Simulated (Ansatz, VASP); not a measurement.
## One calculation of SiO2, two programs

The input POSCAR:

```
SiO2
1.0
    2.8254082387      0.0000000000      0.0000000000
    0.0000000000      2.8254082387      0.0000000000
    0.0000000000      0.0000000000      8.1888873168
Si O
2 4
Direct
    0.5000000000      0.5000000000      0.5000000000
    0.0000000000      0.0000000000      0.0000000000
    0.0000000000      0.5000000000      0.6020425943
    0.5000000000      0.0000000000      0.8979574057
    0.5000000000      0.0000000000      0.3979574057
    0.0000000000      0.5000000000      0.1020425943
```

The input INCAR.step1:

```
ALGO     = Normal         # electronic algorithm
EDIFF    = 1E-4           # SCF threshold, eV
ENCUT    = 520            # plane-wave cutoff, eV
GGA      = PE             # functional
ISMEAR   = 0              # smearing method
LASPH    = T              # aspherical terms in the spheres
LCHARG   = F              # write CHGCAR
LREAL    = F              # projectors in reciprocal space
LWAVE    = T              # write WAVECAR
NBANDS   = 25             # bands
NELM     = 100            # most SCF steps
PREC     = Accurate       # precision mode
SIGMA    = 0.01           # smearing width, eV
```

File INCAR.step2:

```
ALGO     = Normal         # electronic algorithm
EDIFF    = 1E-6           # SCF threshold, eV
ENCUT    = 520            # plane-wave cutoff, eV
ISIF     = 2              # what is computed and relaxed
ISMEAR   = 0              # smearing method
ISTART   = 1            
LASPH    = T              # aspherical terms in the spheres
LCHARG   = F              # write CHGCAR
LMIXTAU  = T            
LREAL    = F              # projectors in reciprocal space
LWAVE    = F              # write WAVECAR
METAGGA  = R2SCAN         # meta-GGA
NBANDS   = 25             # bands
NELM     = 100            # most SCF steps
PREC     = Accurate       # precision mode
SIGMA    = 0.01           # smearing width, eV
```

Contents of KPOINTS:

```
k-points
0
Gamma
  10 10 4
```

Input for Ansatz:

```yaml
crystal:
  lattice:
    - [2.8254082387, 0.0, 0.0]
    - [0.0, 2.8254082387, 0.0]
    - [0.0, 0.0, 8.1888873168]
  atoms:
    - { symbol: Si, position: [0.5, 0.5, 0.5] }
    - { symbol: Si, position: [0.0, 0.0, 0.0] }
    - { symbol: O, position: [0.0, 0.5, 0.6020425943] }
    - { symbol: O, position: [0.5, 0.0, 0.8979574057] }
    - { symbol: O, position: [0.5, 0.0, 0.3979574057] }
    - { symbol: O, position: [0.0, 0.5, 0.1020425943] }
kpoints:
  mp_grid: { grid: [10, 10, 4] }
  band_path:
    path:
      - [0.0, 0.0, 0.0]
      - [0.0, 0.5, 0.0]
      - [0.5, 0.5, 0.0]
      - [0.0, 0.0, 0.5]
      - [0.0, 0.5, 0.5]
      - [0.5, 0.5, 0.5]
      - [0.265625, 0.265625, 0.0]
    npoints: 1
hamiltonian:
  xc: r2scan
scf:
  occupations: { method: fixed }
  n_extra_bands: 5
output:
  forces: true
  stress: true
  eigenvalues: true
  write_density: true
  write_potential: true
  elf: true
  volumetric_format: npy
```

Alike in both runs: task single point; functional r2SCAN; k mesh 10 × 10 × 4; no spin polarisation.

```csv
,VASP,Ansatz
version,VASP 6.6.1,Ansatz 0.2.0
potentials or method,"VASP PAW PBE potentials, release 64 (Si, O)","plane waves, PAW"
plane-wave cutoff (eV),520,500
occupations,"gaussian, width 0.01 eV",fixed
valence electrons in the cell,32,32
```

```tsv
	VASP	Ansatz	Ansatz less VASP
gap on the k mesh at the Fermi level (eV)	5.96	5.96	+0.001
pressure (GPa)	0.5	0.0	-0.46
traceless stress, the component that is largest in VASP (GPa)	-0.56	0.00	+0.561
rms of the force components (eV/Å)	0.012	0.000	-0.0123
```

VASP's potentials were made for PBE, not for r2SCAN. Atom by atom the forces differ by 0.012 eV/Å (rms over components).
